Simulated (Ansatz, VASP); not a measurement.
**Li2Cl3 in VASP and in Ansatz**

```
CELL_PARAMETERS angstrom
3.80645 0.00000 0.00000
-1.90323 3.29649 0.00000
0.00000 0.00000 7.93521
ATOMIC_POSITIONS crystal
Li 0.33333 0.66667 0.20437
Li 0.66667 0.33333 0.79563
Cl 0.00000 0.00000 0.00000
Cl 0.33333 0.66667 0.66931
Cl 0.66667 0.33333 0.33069
```

Alike in both runs: functional PBE; k mesh 12 × 12 × 6; occupations gaussian, width 0.1 eV; no spin polarisation.

Ansatz relaxed the structure, and its values are those at the end. VASP's run is a single point on that final structure, the one shown.

|  | VASP | Ansatz |
| --- | --- | --- |
| version | VASP 6.6.1 | Ansatz 0.2.0 |
| potentials or method | VASP PAW PBE potentials, release 64 (Li_sv, Cl), cutoff 520 eV | scalar-relativistic, plane waves, PAW |
| valence electrons in the cell | 27 | 27 |

```tsv
	VASP	Ansatz	Ansatz less VASP
gap on the k mesh at the Fermi level (eV)	none	none	-
rms of the force components (eV/Å)	0.002	0.003	+0.0010
```

A gap of «none» marks a metal or a gap that the smearing closes.

Noted on VASP's run: the cutoff is short for stress, so the pressure is rough.
